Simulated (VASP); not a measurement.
Here is a VASP 6.6.1 calculation.

Contents of POSCAR:

```
Cd3Se2S
1.0
    4.3155833700      0.0000000000      0.0000000000
   -2.1577916850      3.7374048305      0.0000000000
    0.0000000000      0.0000000000     10.5860995328
Cd Se S
3 2 1
Direct
    0.0000000000      0.0000000000     -0.0002902519
    0.6666666667      0.3333333333      0.3421614761
    0.3333333333      0.6666666667      0.6575824072
    0.6666666667      0.3333333333      0.0886744068
    0.0000000000      0.0000000000      0.7468179666
    0.3333333333      0.6666666667      0.4150539952
```

File INCAR.step1:

```
PREC = Accurate ; ENCUT = 520
ISMEAR = 0 ; SIGMA = 0.02
LREAL = False ; LASPH = True
NELM = 60 ; NBANDS = 36
GGA = PE ; ALGO = Normal
EDIFF = 1E-4 ; LWAVE = True
LCHARG = False
```

Contents of INCAR.step2:

```
PREC = Accurate ; ENCUT = 520
EDIFF = 1E-7 ; ISMEAR = 0
SIGMA = 0.02 ; LREAL = False
LASPH = True ; NELM = 60
ALGO = Normal ; ISIF = 2
LWAVE = False ; LCHARG = False
METAGGA = R2SCAN ; LMIXTAU = True
NBANDS = 36 ; ISTART = 1
```

Contents of KPOINTS:

```
Automatic mesh
0
Gamma
  12 12 4
```

Potentials or basis: VASP PAW PBE potentials, release 64 (Cd, Se, S).

The run is started by

```console
$ cat potpaw_PBE.64/Cd/POTCAR potpaw_PBE.64/Se/POTCAR potpaw_PBE.64/S/POTCAR > POTCAR
$ cp INCAR.step1 INCAR
$ mpirun -np 1 vasp_std > vasp.out
$ cp INCAR.step2 INCAR
$ mpirun -np 1 vasp_std > vasp.out
```

Problem. Predict the band gap on the k mesh.

Solution. 1.01 eV.

Problem. Estimate the pressure.

Solution. -1.2 GPa.

Problem. Predict the largest force.

Solution. 0.015 eV/Å.

Forces on the atoms (eV/Å):
```
Cd   0.000  0.000  0.007
Cd   0.000  0.000 -0.015
Cd   0.000  0.000  0.014
Se   0.000  0.000 -0.004
Se   0.000  0.000 -0.005
S    0.000  0.000  0.003
```

Caveat: the PAW data sets were made with another functional, which shifts forces and pressure a little. A k mesh can miss the band edges.
